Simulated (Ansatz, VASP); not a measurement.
# CaH: VASP beside Ansatz

```
Ca H
1.0
     3.30373    0.00000    0.00000
     0.00000    3.30373    0.00000
     0.00000    0.00000    4.01843
Ca H
1 1
Direct
  0.00000 0.00000 0.00000
  0.50000 0.50000 0.00000
```

Alike in both runs: functional PBE; k mesh 16 × 16 × 14; occupations gaussian, width 0.1 eV; no spin polarisation.

Ansatz relaxed the structure, and its values are those at the end. VASP's run is a single point on that final structure, the one shown.

|  | VASP | Ansatz |
| --- | --- | --- |
| version | VASP 6.6.1 | Ansatz 0.2.0 |
| potentials or method | VASP PAW PBE potentials, release 64 (Ca_sv, H), cutoff 520 eV | scalar-relativistic, plane waves, PAW |
| valence electrons in the cell | 11 | 11 |

```csv
,VASP,Ansatz,Ansatz less VASP
gap on the k mesh at the Fermi level (eV),none,none,-
pressure (GPa),0.1,0.0,-0.03
```

A gap of «none» marks a metal or a gap that the smearing closes.
